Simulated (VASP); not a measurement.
**Ca9Mg7S16: relaxation of volume and atoms at fixed shape with PBEsol**

Ca9Mg7S16:

```xyz
64
Lattice="10.8693 0.0000 0.0000 0.0000 10.8693 0.0000 0.0000 0.0000 10.8693" Properties=species:S:1:pos:R:3 pbc="T T T"
S     2.6989   10.8636    0.0036
S     2.7019    0.0250    5.4540
S     2.7237    5.4137    0.0148
S     2.7248    5.4336    5.4166
S     8.1561   10.8601    0.0013
S     8.1630   10.8355    5.4188
S     8.1755    5.3951    0.0253
S     8.1763    5.4192    5.4423
S    10.8341    2.6964    0.0066
S    10.8407    2.7202    5.4350
S    10.8490    8.1574    0.0160
S    10.8539    8.1331    5.4130
S     5.4508    2.7082    0.0126
S     5.4092    2.7261    5.4746
S     5.4476    8.1684    0.0200
S     5.4267    8.1482    5.4219
S    10.8170    0.0121    2.7090
S     0.0188    0.0065    8.1904
S     0.0234    5.4324    2.7081
S     0.0353    5.4472    8.1032
S     5.4422   10.8513    2.7172
S     5.4399    0.0240    8.1609
S     5.4400    5.4566    2.7135
S     5.4134    5.4606    8.1851
S     2.7181    2.6742    2.7230
S     2.7061    2.7294    8.1326
S     2.7205    8.1762    2.7101
S     2.7033    8.1721    8.1804
S     8.1672    2.6924    2.7602
S     8.1554    2.7105    8.1544
S     8.1585    8.1554    2.6913
S     8.1610    8.1432    8.1550
Mg   10.8360   10.8648   10.8340
Mg    0.0203    5.4326   10.8528
Mg    5.4510   10.8526    5.4260
Mg    5.4058    5.4834    0.0093
Mg    2.6955    2.7207   10.8628
Mg    2.7272    2.6962    5.4176
Mg    8.1830    8.1483   10.8691
Mg    8.1699   10.8341    2.6996
Mg    8.1633    5.4503    2.7322
Mg    8.1096    5.3985    8.1671
Mg   10.8438    2.7184    8.1690
Mg    5.4447    2.7210    2.7029
Mg    5.4150    2.7293    8.1978
Mg    5.4648    8.1575    2.7348
Ca   10.8550   10.8554    5.4254
Ca    0.0152    5.4198    5.4278
Ca    5.4305   10.8683    0.0247
Ca    5.4331    5.4561    5.4637
Ca    2.7074    8.1486   10.8586
Ca    2.7327    8.1655    5.4505
Ca    8.1742    2.7172   10.8587
Ca    8.1633    2.7328    5.4188
Ca    8.1568    8.1529    5.4269
Ca    2.6910   10.8514    2.6985
Ca    2.7402    0.0013    8.1248
Ca    2.6827    5.4529    2.7148
Ca    2.6622    5.4426    8.1544
Ca    8.1608    0.0106    8.1325
Ca   10.8520    2.7322    2.7448
Ca    0.0087    8.1373    2.7057
Ca    0.0006    8.1763    8.1577
Ca    5.4380    8.1147    8.1517
```

```yaml
Program: VASP 6.6.1
Task: relaxation of volume and atoms at fixed shape
Functional: PBEsol
Potentials_or_basis: VASP PAW PBE potentials, release 64 (S, Mg, Ca_sv)
Cutoff: 600 eV
k_mesh: 1 × 1 × 1, shifted
Occupations: fermi-dirac, width 0.05 eV
Spin: no spin polarisation
Dipole_correction: no
Further_INCAR_settings: LREAL = Auto; ALGO = Normal; EDIFF = 1e-06; IBRION = 2; EDIFFG = -0.03; NSW = 100; ISIF = 8
```

```yaml
Relaxed_volume: 20.23 Å³/atom
Relaxed_cell: a = 10.898 Å, b = 10.898 Å, c = 10.898 Å, α = 90.00°, β = 90.00°, γ = 90.00°
Space_group_after_relaxing_to_0.1_Å: P1 (No. 1)
Energy_gained_by_relaxing: 31.5 meV/atom
Ionic_steps: 10
Pressure_after_relaxing: 0.1 GPa
Largest_force_after_relaxing: 0.024 eV/Å
Band_gap_on_the_k_mesh: 3.79 eV
```

Forces in eV/Å, atoms in the order of the input:
```
S    0.000  0.011  0.016
S    0.010  0.001  0.014
S   -0.003 -0.007  0.008
S   -0.004  0.000  0.001
S    0.011  0.004  0.011
S   -0.011 -0.003  0.005
S   -0.014  0.005 -0.007
S    0.005  0.000 -0.008
S    0.006 -0.008 -0.004
S    0.000 -0.003  0.005
S   -0.020  0.000  0.004
S   -0.002  0.005  0.001
S    0.000  0.003 -0.007
S   -0.002 -0.006 -0.004
S    0.007 -0.011 -0.001
S   -0.013  0.006 -0.008
S    0.002 -0.002 -0.006
S   -0.006  0.002  0.011
S    0.000  0.006  0.008
S   -0.003 -0.006  0.004
S    0.005  0.007  0.005
S    0.002 -0.013 -0.013
S   -0.014 -0.007 -0.014
S    0.002 -0.006 -0.002
S   -0.010  0.001 -0.007
S    0.007 -0.006  0.003
S    0.002 -0.004  0.003
S   -0.002  0.001 -0.004
S    0.004  0.005  0.011
S   -0.008  0.010 -0.004
S   -0.007  0.004 -0.006
S   -0.006  0.004  0.015
Mg   0.005  0.009  0.011
Mg   0.009  0.003  0.012
Mg   0.005  0.000 -0.002
Mg   0.013 -0.014 -0.012
Mg  -0.001  0.015  0.003
Mg  -0.004  0.002  0.007
Mg  -0.007  0.020  0.003
Mg   0.004  0.018  0.007
Mg   0.002 -0.009  0.005
Mg   0.008 -0.003  0.004
Mg   0.011 -0.011 -0.005
Mg  -0.004  0.003 -0.001
Mg   0.016  0.000 -0.013
Mg  -0.006 -0.012 -0.005
Ca   0.003 -0.001  0.010
Ca  -0.002 -0.001 -0.002
Ca  -0.007 -0.010 -0.004
Ca  -0.001  0.012 -0.004
Ca  -0.010 -0.003 -0.003
Ca   0.012 -0.006  0.000
Ca  -0.006 -0.018 -0.015
Ca   0.017  0.012 -0.011
Ca  -0.005  0.017  0.001
Ca   0.006  0.009  0.003
Ca  -0.011 -0.006 -0.009
Ca  -0.014 -0.005  0.000
Ca   0.008 -0.008  0.000
Ca   0.010  0.000 -0.006
Ca   0.010  0.002  0.006
Ca  -0.001 -0.002 -0.008
Ca   0.000  0.000  0.011
Ca   0.003 -0.004 -0.013
```

Stress tensor (GPa, compression positive):
```
-0.14  0.00  0.03
 0.00  0.14 -0.02
 0.03 -0.02  0.17
```

Step by step:
```
step  energy change (eV)  largest force (eV/Å)  pressure (GPa)  volume (Å³)
   1              0.0000                1.6346            1.06      1284.13
   2             -1.1313                1.0028           -0.54      1308.96
   3             -1.5017                0.4671           -1.85      1333.40
   4             -1.9320                0.2430            0.19      1291.02
   5             -1.9322                0.2431            0.25      1290.00
   6             -1.9838                0.1672            0.13      1292.43
   7             -2.0056                0.1015            0.01      1295.31
   8             -2.0132                0.0748           -0.02      1295.92
   9             -2.0167                0.0493           -0.06      1296.69
  10             -2.0190                0.0242            0.06      1294.46
```

Final structure:
```
S Mg Ca
1.0
    10.89839    0.00000    0.00000
     0.00000   10.89839    0.00000
     0.00000    0.00000   10.89839
S Mg Ca
32 14 18
Direct
  0.24186 0.00814 0.00065
  0.25689 0.00835 0.49935
  0.24689 0.49173 0.00020
  0.25066 0.49170 0.50007
  0.75757 0.99219 0.00835
  0.74342 0.99981 0.49161
  0.75208 0.50773 0.00175
  0.74961 0.49974 0.49820
  0.00860 0.25071 0.99135
  0.00937 0.24936 0.50860
  0.99309 0.74890 0.99952
  0.00019 0.75012 0.49964
  0.48993 0.25823 0.00050
  0.48985 0.24223 0.50096
  0.50670 0.74220 0.00857
  0.49995 0.75734 0.49227
  0.99027 0.00051 0.24178
  0.99868 0.00919 0.75847
  0.98926 0.49898 0.23951
  0.98978 0.49039 0.76042
  0.51010 0.00125 0.25698
  0.50115 0.00991 0.74444
  0.51136 0.49854 0.24161
  0.50942 0.49024 0.75990
  0.26027 0.24995 0.25082
  0.25174 0.25097 0.74964
  0.25925 0.74988 0.24944
  0.25051 0.74965 0.75045
  0.73918 0.25112 0.24928
  0.74793 0.25838 0.75084
  0.74034 0.74816 0.24170
  0.74918 0.74112 0.75764
  0.99814 0.00179 0.99971
  0.99630 0.49794 0.99880
  0.50016 0.00339 0.49704
  0.50413 0.49869 0.00263
  0.24970 0.25168 0.99753
  0.25274 0.24863 0.50192
  0.75048 0.74599 0.00269
  0.74716 0.99761 0.24821
  0.74752 0.50124 0.24457
  0.74930 0.49781 0.75708
  0.00132 0.25134 0.75328
  0.50005 0.25008 0.25004
  0.49689 0.25126 0.75183
  0.50431 0.75012 0.24892
  0.99996 0.00195 0.49987
  0.99871 0.49747 0.50126
  0.50132 0.00214 0.00329
  0.50150 0.49664 0.49897
  0.24981 0.74826 0.00105
  0.25205 0.75135 0.49889
  0.74911 0.25354 0.00029
  0.74597 0.24996 0.50011
  0.74802 0.74923 0.49695
  0.25316 0.00212 0.24995
  0.25019 0.00482 0.75035
  0.25398 0.49762 0.24775
  0.24967 0.49609 0.75249
  0.74966 0.00191 0.75175
  0.99929 0.24988 0.24664
  0.99530 0.74968 0.24634
  0.99775 0.74842 0.75285
  0.50189 0.74853 0.75213
```

Levels at points of the mesh, in eV from the valence-band top:
```
           k point  band 198  band 199  band 200  band 201  band 202  band 203
(0.50, 0.50, 0.50)     -0.05     -0.03      0.00      3.79      3.81      3.83
```

Run time: 12 min on 1 × NVIDIA H100 80GB with 1 thread of AMD EPYC 7R13 Processor (Zen 3), on a shared host, peak memory 2.1 GiB.

Caveat: the k points lie up to 0.58 Å⁻¹ apart in the final cell; the PAW data sets were made with another functional, which shifts forces and pressure a little; a shifted mesh leaves out Γ, where band edges can lie. A k mesh can miss the band edges.
